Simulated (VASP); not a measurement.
TiH: single point with PBEsol

The system is TiH.

```
CELL_PARAMETERS angstrom
2.51517 0.00000 0.00000
0.00000 2.51517 0.00000
0.00000 0.00000 2.51517
ATOMIC_POSITIONS crystal
Ti 0.00000 0.00000 0.00000
H 0.50000 0.50000 0.50000
```

* Program: VASP 6.6.1
* Task: single point
* Functional: PBEsol
* Potentials or basis: VASP PAW PBE potentials, release 64 (Ti_sv, H)
* Cutoff: 520 eV
* k mesh: 7 × 7 × 7
* Occupations: fermi-dirac, width 0.1 eV
* Spin: no spin polarisation
* Dipole correction: no
* Further INCAR settings: ALGO = Normal; EDIFF = 1e-07; NBANDS = 14

```
Pressure : 19.8 GPa
```

Levels at points of the mesh, in eV from the Fermi level:
```
           k point  band 5  band 6  band 7  band 8  band 9  band 10
(0.00, 0.00, 0.00)  -10.21   -1.84   -1.84    4.53    4.53     4.53
```

It used 4.1 s of CPU time on 1 thread of Intel Xeon 6975P-C, on a shared host.

Caveat: the PAW data sets were made with another functional, which shifts forces and pressure a little.
